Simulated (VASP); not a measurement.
# AlGa2N3 (P-3m1) in VASP: further runs, part 2 of 2

VASP 6.6.1.

## Step 3: Single point, PBE

This run uses another cell than the first one, of 13.93 Å³/atom.

Contents of INCAR:

```
PREC     = Accurate       # precision mode
ENCUT    = 520            # plane-wave cutoff, eV
EDIFF    = 1E-6           # SCF threshold, eV
ISMEAR   = 0              # smearing method
SIGMA    = 0.1            # smearing width, eV
LREAL    = False          # projectors in reciprocal space
LASPH    = True           # aspherical terms in the spheres
NELM     = 60             # most SCF steps
ALGO     = Normal         # electronic algorithm
ISIF     = 2              # what is computed and relaxed
LWAVE    = False          # write WAVECAR
LCHARG   = False          # write CHGCAR
GGA      = PE             # functional
NBANDS   = 31             # bands
```

Contents of KPOINTS:

```
regular mesh
0
Gamma
  6 6 2
```

Contents of POSCAR:

```
AlGa2N3
1.0
    3.4026705300      0.0000000000      0.0000000000
   -1.7013352700      2.9467991200      0.0000000000
    0.0000000000      0.0000000000      8.3348065700
Al Ga N
1 2 3
Direct
    0.0000000000      0.0000000000      0.0000000000
    0.3333333300      0.6666666700      0.6666666700
    0.6666666700      0.3333333300      0.3333333300
    0.6666666700      0.3333333300      0.8333333300
    0.0000000000      0.0000000000      0.5000000000
    0.3333333300      0.6666666700      0.1666666700
```

Potentials or basis: VASP PAW PBE potentials, release 64 (Al, Ga_d, N).

Launch:

```bash
> cat potpaw_PBE.64/Al/POTCAR potpaw_PBE.64/Ga_d/POTCAR potpaw_PBE.64/N/POTCAR > POTCAR
> mpirun -np 1 vasp_std > vasp.out
```

OUTCAR:

```text
PREC = Accurate
   ENCUT = 520
   EDIFF = 1E-6
   ISMEAR = 0
   LREAL = False
   LASPH = True
   NELM = 60
   ISIF = 2
   GGA = PE

 ion  position               nearest neighbor table
   1  0.000  0.000  0.000-   4 2.41   6 2.41   4 2.41   6 2.41   4 2.41   6 2.41
   2  0.333  0.667  0.667-
   3  0.667  0.333  0.333-
   4  0.667  0.333  0.833-   1 2.41   1 2.41   1 2.41
   5  0.000  0.000  0.500-
   6  0.333  0.667  0.167-   1 2.41   1 2.41   1 2.41

  LATTYP: Found a hexagonal cell.
 ALAT       =     3.4026705300
 C/A-ratio  =     2.4494897453

  Lattice vectors:

 A1 = (   3.4026705300,   0.0000000000,   0.0000000000)
 A2 = (  -1.7013352700,   2.9467991200,   0.0000000000)
 A3 = (   0.0000000000,   0.0000000000,   8.3348065700)

Analysis of symmetry for initial positions (statically):
=====================================================================
 Subroutine PRICEL returns:
 Original cell was already a primitive cell.

 Routine SETGRP: Setting up the symmetry group for a
 hexagonal supercell.

 Subroutine GETGRP returns: Found 12 space group operations
 (whereof 12 operations were pure point group operations)
 out of a pool of 24 trial point group operations.

The static configuration has the point symmetry D_3d.

Analysis of symmetry for dynamics (positions and initial velocities):
=====================================================================
 Subroutine PRICEL returns:
 Original cell was already a primitive cell.

 Routine SETGRP: Setting up the symmetry group for a
 hexagonal supercell.

 Subroutine GETGRP returns: Found 12 space group operations
 (whereof 12 operations were pure point group operations)
 out of a pool of 24 trial point group operations.

The dynamic configuration has the point symmetry D_3d.
[... 113 lines left out ...]
   IALGO  =     38    algorithm
   IMIX   =      4    mixing-type and parameters
     AMIX     =   0.40;   BMIX     =  1.00
     AMIX_MAG =   1.60;   BMIX_MAG =  1.00
  volume/ion in A,a.u.               =      13.93        94.00
  Fermi-wavevector in a.u.,A,eV,Ry     =   1.321916  2.498058 23.775649  1.747461
  Thomas-Fermi vector in A             =   2.451635
   LORBIT       =      0    0 simple, 1 ext, 2 COOP (PROOUT), +10 PAW based schemes
   GGA     = PE    functional components
   LHFCALC =     F    Hartree Fock is set to
   AEXX    =    0.0000 exact exchange contribution
   IVDW    =     0    specifies the selected vdW correction
   LEPSILON=     F    determine dielectric tensor
   LRPA    =     F    only Hartree local field effects (RPA)
 non-spin polarized calculation
 Gauss-broadening in eV      SIGMA  =   0.10
  energy-cutoff  :      520.00
  volume of cell :       83.57
 maximum number of plane-waves:      2267
 NGX is ok and might be reduce to    28
   NGX = 13   NGY = 13   NGZ = 31

 number of electron      44.0000014 magnetization

 Free energy of the ion-electron system (eV)
  ---------------------------------------------------
  ext. energy  EPLUGINS =         0.00000000
  ---------------------------------------------------
  free energy    TOTEN  =       -32.30177331 eV

  energy without entropy =      -32.29219640  energy(sigma->0) =      -32.29698485

 E-fermi :   4.0143     XC(G=0): -10.6940

 val. band max:        3.9800553306   @ k =   0.1667   0.0000   0.5000
 cond. band min:       4.7271499654   @ k =   0.5000   0.0000   0.5000
 fundamental gap:      0.7470946348
 Fermi energy:         4.0142568423

 k-point     1 :       0.0000    0.0000    0.0000
  band No.  band energies     occupation
      1     -10.1672      2.00000
      2     -10.1672      2.00000
      3     -10.1663      2.00000
      4     -10.1566      2.00000
      5     -10.1464      2.00000
      6     -10.1464      2.00000
[... 465 lines left out ...]
     30      11.9671      0.00000
     31      11.9671      0.00000

------------------------ aborting loop because EDIFF is reached ----------------------------------------

  FORCE on cell =-STRESS in cart. coord.  units (eV):
  Direction    XX          YY          ZZ          XY          YZ          ZX
  --------------------------------------------------------------------------------------
  -------------------------------------------------------------------------------------
  Total      -18.0887028    -18.0887028    -18.1160805      0.0000000      0.0000000      0.0000000
  in kB     -346.7784084   -346.7784085   -347.3032669      0.0000006      0.0000000      0.0000000
  external PRESSURE =    -346.9533613 kB  Pullay stress =       0.0000000 kB

 VOLUME and BASIS-vectors are now :
 -----------------------------------------------------------------------------
  energy-cutoff  :      520.00
  volume of cell :       83.57
      direct lattice vectors                 reciprocal lattice vectors
     3.402670530  0.000000000  0.000000000     0.293886814  0.169675631  0.000000000
    -1.701335270  2.946799120  0.000000000     0.000000000  0.339351262  0.000000000
     0.000000000  0.000000000  8.334806570     0.000000000  0.000000000  0.119978789

 POSITION                                       TOTAL-FORCE (eV/Angst)
 -----------------------------------------------------------------------------------
      0.00000      0.00000      0.00000         0.000000      0.000000      0.000000
     -0.00000      1.96453      5.55654         0.000000     -0.000000      0.064399
      1.70134      0.98227      2.77827        -0.000000      0.000000     -0.064399
      1.70134      0.98227      6.94567         0.000000     -0.000000      0.653459
      0.00000      0.00000      4.16740         0.000000      0.000000      0.000000
     -0.00000      1.96453      1.38913        -0.000000      0.000000     -0.653459
 -----------------------------------------------------------------------------------
    total drift:                                0.000000      0.000000      0.000000

  FREE ENERGIE OF THE ION-ELECTRON SYSTEM (eV)
  ---------------------------------------------------
  free  energy   TOTEN  =       -32.3017733073 eV

  energy  without entropy=      -32.2921963954  energy(sigma->0) =      -32.29698485
```

OSZICAR:

```text
N       E                     dE             d eps       ncg     rms          rms(c)
DAV:   1     0.365191149346E+03    0.36519E+03   -0.20157E+04   955   0.211E+03
DAV:   2     0.223643129231E+02   -0.34283E+03   -0.32230E+03   964   0.522E+02
DAV:   3    -0.334134830203E+02   -0.55778E+02   -0.53812E+02  1027   0.147E+02
DAV:   4    -0.368416006216E+02   -0.34281E+01   -0.33888E+01  1211   0.377E+01
DAV:   5    -0.369130088061E+02   -0.71408E-01   -0.71354E-01  1040   0.528E+00    0.115E+01
DAV:   6    -0.325090719476E+02    0.44039E+01   -0.20147E+01  1466   0.412E+01    0.464E+00
DAV:   7    -0.323623951393E+02    0.14668E+00   -0.17848E+00   919   0.946E+00    0.279E+00
DAV:   8    -0.323587004138E+02    0.36947E-02   -0.77658E-01  1114   0.491E+00    0.179E+00
DAV:   9    -0.323060000224E+02    0.52700E-01   -0.14735E-01  1218   0.278E+00    0.811E-01
DAV:  10    -0.323026229662E+02    0.33771E-02   -0.27658E-02  1033   0.858E-01    0.460E-01
DAV:  11    -0.323021859160E+02    0.43705E-03   -0.40765E-03  1180   0.296E-01    0.276E-01
DAV:  12    -0.323018049129E+02    0.38100E-03   -0.26121E-03  1145   0.250E-01    0.721E-02
DAV:  13    -0.323017916809E+02    0.13232E-04   -0.24172E-04  1106   0.105E-01    0.495E-02
DAV:  14    -0.323017806495E+02    0.11031E-04   -0.32373E-05  1054   0.302E-02    0.279E-02
DAV:  15    -0.323017744057E+02    0.62438E-05   -0.12088E-05  1018   0.172E-02    0.111E-02
DAV:  16    -0.323017732991E+02    0.11067E-05   -0.37843E-06   978   0.113E-02    0.275E-03
DAV:  17    -0.323017733073E+02   -0.82473E-08   -0.21321E-07   609   0.330E-03
   1 F= -.32301773E+02 E0= -.32296985E+02  d E =-.957691E-02
```

Wall time 30 s (1 thread of AMD EPYC 9R45 (Zen 5), shared host); peak memory 0.19 GiB.

What came out:

```
Free energy            : -32.3018 eV
Pressure               : -34.7 GPa
Largest force          : 0.653 eV/Å
Band gap on the k mesh : zero (bands 22 and 23 overlap by 0.60 eV)
```

Forces in eV/Å, atoms in the order of the input:
```
Al   0.000  0.000  0.000
Ga   0.000  0.000  0.064
Ga   0.000  0.000 -0.064
N    0.000  0.000  0.653
N    0.000  0.000  0.000
N    0.000  0.000 -0.653
```

Caveat: the k points lie up to 0.38 Å⁻¹ apart, too coarse for converged energies and pressures of a metal; semilocal functionals underestimate gaps, and a narrow one can read as zero.

## Step 4: Single point, PBE

Contents of INCAR:

```
SYSTEM = AlGa2N3
  PREC = Accurate
  ENCUT = 520
  EDIFF = 1E-7
  ISMEAR = 0
  SIGMA = 0.1
  LREAL = .FALSE.
  LASPH = .TRUE.
  NELM = 80
  ALGO = Normal
  ISIF = 2
  LWAVE = .FALSE.
  LCHARG = .FALSE.
  GGA = PE
  NBANDS = 31
```

Contents of KPOINTS:

```
regular mesh
0
G
  6 6 4
  0 0 0
```

Contents of POSCAR:

```
AlGa2N3
1.0
    2.9717150732      0.0000000000      0.0000000000
   -1.4858575366      2.5735807462      0.0000000000
    0.0000000000      0.0000000000      7.2846909605
Al Ga N
1 2 3
Direct
    0.0000000000      0.0000000000      0.0000000000
    0.3333333333      0.6666666667      0.6699740141
    0.6666666667      0.3333333333      0.3300259859
    0.6666666667      0.3333333333      0.8425489412
    0.0000000000      0.0000000000      0.5000000000
    0.3333333333      0.6666666667      0.1574510588
```

Launch:

```bash
> cat potpaw_PBE.64/Al/POTCAR potpaw_PBE.64/Ga_d/POTCAR potpaw_PBE.64/N/POTCAR > POTCAR
> mpirun -np 1 vasp_std > vasp.out
```

It took 30 s on 1 thread of AMD EPYC 9R45 (Zen 5), shared host; peak memory 0.17 GiB.

The run converged. Its results:

- Free energy: -36.8136 eV
- Pressure: 0.5 GPa
- Largest force: 0.046 eV/Å
- Band gap on the k mesh: 1.47 eV (least direct gap 2.42 eV)

Forces on the atoms (eV/Å):
```
Al   0.000  0.000  0.000
Ga   0.000  0.000  0.004
Ga   0.000  0.000 -0.004
N    0.000  0.000  0.046
N    0.000  0.000  0.000
N    0.000  0.000 -0.046
```

Levels at points of the mesh, in eV from the valence-band top:
```tsv
k point	band 18	band 19	band 20	band 21	band 22	band 23	band 24	band 25	band 26	band 27
(0.00, 0.00, 0.00)	-0.29	-0.27	-0.27	-0.06	-0.06	2.91	5.34	5.46	9.20	10.18
(0.50, 0.00, 0.00)	-2.83	-2.38	-1.93	-1.33	-0.94	1.47	5.72	5.97	7.01	7.78
(0.00, 0.00, 0.50)	-0.76	-0.19	-0.19	-0.13	-0.13	4.34	4.98	5.11	9.55	9.55
(0.50, 0.00, 0.50)	-3.81	-2.36	-2.31	-0.37	-0.34	2.74	3.94	4.98	7.71	8.74
```

A k mesh can miss the band edges.

## Step 5: Relaxation of cell and atoms, PBE

This run uses another cell than the first one, of 13.93 Å³/atom.

Contents of INCAR:

```
SYSTEM = AlGa2N3
ALGO     = Normal         ! electronic algorithm
EDIFF    = 1E-6           ! SCF threshold, eV
EDIFFG   = -0.04          ! ionic threshold
ENCUT    = 600            ! plane-wave cutoff, eV
GGA      = PE             ! functional
IBRION   = 2              ! ionic algorithm
ISIF     = 3              ! what is computed and relaxed
ISMEAR   = 0              ! smearing method
LASPH    = .True.         ! aspherical terms in the spheres
LCHARG   = .False.        ! write CHGCAR
LREAL    = .False.        ! projectors in reciprocal space
LWAVE    = .False.        ! write WAVECAR
NELM     = 60             ! most SCF steps
NSW      = 90             ! ionic steps
PREC     = Accurate       ! precision mode
SIGMA    = 0.1            ! smearing width, eV
```

Contents of KPOINTS:

```
k-points
0
Gamma
  6 6 2
  0 0 0
```

Contents of POSCAR:

```
AlGa2N3
1.0
    3.4026705300      0.0000000000      0.0000000000
   -1.7013352700      2.9467991200      0.0000000000
    0.0000000000      0.0000000000      8.3348065700
Al Ga N
1 2 3
Direct
    0.0000000000      0.0000000000      0.0000000000
    0.3333333300      0.6666666700      0.6666666700
    0.6666666700      0.3333333300      0.3333333300
    0.6666666700      0.3333333300      0.8333333300
    0.0000000000      0.0000000000      0.5000000000
    0.3333333300      0.6666666700      0.1666666700
```

Launch:

```bash
> cat potpaw_PBE.64/Al/POTCAR potpaw_PBE.64/Ga_d/POTCAR potpaw_PBE.64/N/POTCAR > POTCAR
> mpirun -np 1 vasp_std > vasp.out
```

Wall time 2 min (1 thread of AMD EPYC 9R45 (Zen 5), shared host); peak memory 0.22 GiB.

The run converged. Its results:

```yaml
Free_energy: -36.8554 eV
Relaxed_volume: 9.31 Å³/atom
Relaxed_cell: a = 2.974 Å, b = 2.974 Å, c = 7.289 Å, α = 90.00°, β = 90.00°, γ = 120.00°
Space_group_after_relaxing_to_0.1_Å: P-3m1 (No. 164)
Energy_gained_by_relaxing: 758.2 meV/atom
Ionic_steps: 7
Pressure_after_relaxing: 0.1 GPa
Largest_force_after_relaxing: 0.007 eV/Å
Band_gap_on_the_k_mesh: 1.46 eV (least direct gap 2.40 eV)
```

Forces on the atoms (eV/Å):
```
Al   0.000  0.000  0.000
Ga   0.000  0.000 -0.001
Ga   0.000  0.000  0.001
N    0.000  0.000  0.007
N    0.000  0.000  0.000
N    0.000  0.000 -0.007
```

Stress tensor (GPa, compression positive):
```
0.02 0.00 0.00
0.00 0.02 0.00
0.00 0.00 0.14
```

The path:
```
step  energy change (eV)  largest force (eV/Å)  pressure (GPa)  volume (Å³)
   1              0.0000                0.6535          -34.85        83.57
   2             -4.3008                0.8115           18.88        52.03
   3             -4.5060                0.7830            0.42        55.82
   4             -4.5465                0.1903            0.26        55.77
   5             -4.5484                0.1614            0.27        55.76
   6             -4.5488                0.1248           -0.35        55.89
   7             -4.5493                0.0065            0.06        55.83
```

Final structure:
```xyz
6
Lattice="2.9740 0.0000 0.0000 -1.4870 2.5755 0.0000 0.0000 0.0000 7.2892" Properties=species:S:1:pos:R:3 pbc="T T T"
Al    0.0000    0.0000    0.0000
Ga    0.0000    1.7170    4.8843
Ga    1.4870    0.8585    2.4049
N     1.4870    0.8585    6.1434
N     0.0000    0.0000    3.6446
N     0.0000    1.7170    1.1458
```

Levels at points of the mesh, in eV from the valence-band top:
```
           k point  band 19  band 20  band 21  band 22  band 23  band 24  band 25  band 26
(0.00, 0.00, 0.00)    -0.27    -0.27    -0.06    -0.06     2.88     5.32     5.44     9.16
(0.50, 0.00, 0.00)    -2.38    -1.93    -1.33    -0.95     1.46     5.70     5.96     6.99
(0.00, 0.00, 0.50)    -0.19    -0.19    -0.13    -0.13     4.32     4.96     5.10     9.62
(0.50, 0.00, 0.50)    -2.36    -2.31    -0.37    -0.34     2.72     3.92     4.97     7.71
```

Caveat: the volume moved by over 15 % at a fixed basis, so the end points are rough. A k mesh can miss the band edges.

## Step 6: Overview

```tsv
task	cell	k mesh	cutoff (eV)	gap on the mesh (eV)	pressure (GPa)	largest force (eV/Å)
single point	a = 2.972, b = 2.972, c = 7.285 Å, angles 90.0, 90.0, 120.0°, 6 atoms, atomic positions A	6 × 6 × 2	520	1.47	0.4	0.04
single point	a = 3.403, b = 3.403, c = 8.335 Å, angles 90.0, 90.0, 120.0°, 6 atoms, atomic positions B	6 × 6 × 2	520	none	-34.7	0.65
single point	a = 2.972, b = 2.972, c = 7.285 Å, angles 90.0, 90.0, 120.0°, 6 atoms, atomic positions A	6 × 6 × 4	520	1.47	0.5	0.05
relaxation of cell and atoms	relaxed from a = 3.403, b = 3.403, c = 8.335 Å, angles 90.0, 90.0, 120.0°, 6 atoms, atomic positions B	6 × 6 × 2	600	1.46	0.1	0.01
```

Alike in all rows: level PBE; potentials or basis VASP PAW PBE potentials, release 64 (Al, Ga_d, N); no spin polarisation; smearing gaussian 0.1 eV.

Caveats: some runs use coarse meshes; semilocal functionals underestimate gaps, and a narrow one can read as zero (at least some runs); the volume moved by over 15 % at a fixed basis, so the end points are rough (at least some runs).

Total energies depend on the potentials used, so only differences within one code and one set of settings carry meaning.

The gap in the log of VASP goes by the Fermi energy; the results here count the filled bands.